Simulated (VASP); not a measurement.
**Tc: single point with PBEsol**

Tc:

```
Tc
1.0
     2.68407    0.00000    0.00000
    -1.34203    2.32447    0.00000
     0.00000    0.00000    4.30822
Tc
2
Direct
  0.66667 0.33333 0.75000
  0.33333 0.66667 0.25000
```

```
Program                : VASP 6.6.1
Task                   : single point
Functional             : PBEsol
Potentials or basis    : VASP PAW PBE potentials, release 64 (Tc_pv)
Cutoff                 : 520 eV
k mesh                 : 11 × 11 × 6
Occupations            : fermi-dirac, width 0.05 eV
Spin                   : no spin polarisation
Dipole correction      : no
Further INCAR settings : ALGO = Normal; EDIFF = 1e-07; NBANDS = 20
```

| Item | Value |
| --- | --- |
| Pressure | 13.9 GPa |
| Band gap on the k mesh | zero (band 13 reaches 15.17 eV, above the bottom of band 14 at 11.75 eV) |

Stress tensor (GPa, compression positive):
```
13.92  0.00  0.00
 0.00 13.92  0.00
 0.00  0.00 13.80
```

Levels at points of the mesh, in eV from the Fermi level:
| k point | band 9 | band 10 | band 11 | band 12 | band 13 | band 14 | band 15 | band 16 | band 17 | band 18 |
| --- | --- | --- | --- | --- | --- | --- | --- | --- | --- | --- |
| (0.00, 0.00, 0.00) | -1.71 | -1.71 | -1.64 | -0.92 | -0.92 | -0.13 | -0.13 | 1.84 | 2.78 | 2.78 |
| (0.00, 0.00, 0.50) | -2.01 | -2.01 | -1.85 | -1.85 | -1.85 | -1.85 | 2.06 | 2.06 | 2.06 | 2.06 |

Wall time 13 s on 1 thread of Intel(R) Xeon(R) Platinum 8559C (Emerald Rapids) (shared host), peak memory 0.15 GiB.

Caveat: the PAW data sets were made with another functional, which shifts forces and pressure a little.
